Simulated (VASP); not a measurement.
A run of VASP 6.6.1:

POSCAR

```
Hf2N
1.0
    5.3131240200      0.0000000000      0.0000000000
    0.0000000000      5.3131240200      0.0000000000
    0.0000000000      0.0000000000      3.2420983900
Hf N
4 2
Direct
    0.2955363700      0.2955363700      0.0000000000
    0.7044636300      0.7044636300      0.0000000000
    0.7955363700      0.2044636300      0.5000000000
    0.2044636300      0.7955363700      0.5000000000
    0.0000000000      0.0000000000      0.0000000000
    0.5000000000      0.5000000000      0.5000000000
```

The input INCAR.step1:

```
ALGO = Normal
EDIFF = 1E-4
ENCUT = 520
GGA = PE
ISMEAR = 1
LASPH = True
LCHARG = False
LREAL = False
LWAVE = True
NBANDS = 34
NELM = 60
PREC = Accurate
SIGMA = 0.01
```

Contents of INCAR.step2:

```
ALGO = Normal
EDIFF = 1E-7
ENCUT = 520
ISIF = 2
ISMEAR = 1
ISTART = 1
LASPH = True
LCHARG = False
LMIXTAU = True
LREAL = False
LWAVE = False
METAGGA = R2SCAN
NBANDS = 34
NELM = 60
PREC = Accurate
SIGMA = 0.01
```

KPOINTS

```
k-points
0
Gamma
  8 8 12
```

Potentials or basis: VASP PAW PBE potentials, release 64 (Hf_pv, N).

Run with:

```bash
$ cat potpaw_PBE.64/Hf_pv/POTCAR potpaw_PBE.64/N/POTCAR > POTCAR
$ cp INCAR.step1 INCAR
$ mpirun -np 1 vasp_std > vasp.out
$ cp INCAR.step2 INCAR
$ mpirun -np 1 vasp_std > vasp.out
```

Hardware: 1 thread of Oxide Virtual Turin-like Processor, with other jobs on the host.

Q: How long does it take, and how much memory?

A: Run time: 19 min on 1 thread of Oxide Virtual Turin-like Processor, with other jobs on the host, peak memory 0.35 GiB. Counts: k points 105.
